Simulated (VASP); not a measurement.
## GaGe: single point with PBE

The system is GaGe.

```
CELL_PARAMETERS angstrom
0.00000 2.89784 2.89784
2.89784 0.00000 2.89784
2.89784 2.89784 0.00000
ATOMIC_POSITIONS crystal
Ga 0.75000 0.75000 0.75000
Ge 0.00000 0.00000 0.00000
```

| Property | Result |
| --- | --- |
| Program | VASP 6.6.1 |
| Task | single point |
| Functional | PBE |
| Potentials or basis | VASP PAW PBE potentials, release 64 (Ga_d, Ge_d) |
| Cutoff | 500 eV |
| k mesh | 2 × 2 × 2 |
| Occupations | gaussian, width 0.1 eV |
| Spin | no spin polarisation |

| Item | Value |
| --- | --- |
| Pressure | 2.2 GPa |

Levels at points of the mesh, in eV from the Fermi level:
```
           k point  band 11  band 12  band 13  band 14  band 15  band 16  band 17  band 18
(0.00, 0.00, 0.00)   -10.98     1.25     1.25     1.25     1.64     3.82     3.82     3.82
(0.50, 0.00, 0.00)    -9.00    -5.84    -0.08    -0.08     1.62     4.82     4.82     7.86
(0.50, 0.50, 0.00)    -7.91    -6.32    -1.73    -1.73     1.88     1.99    10.53    10.53
```

Wall time 5.7 s on 1 thread of Intel Xeon 6975P-C, with other jobs on the host, peak memory 0.16 GiB.

Caveat: the k points lie up to 0.94 Å⁻¹ apart.
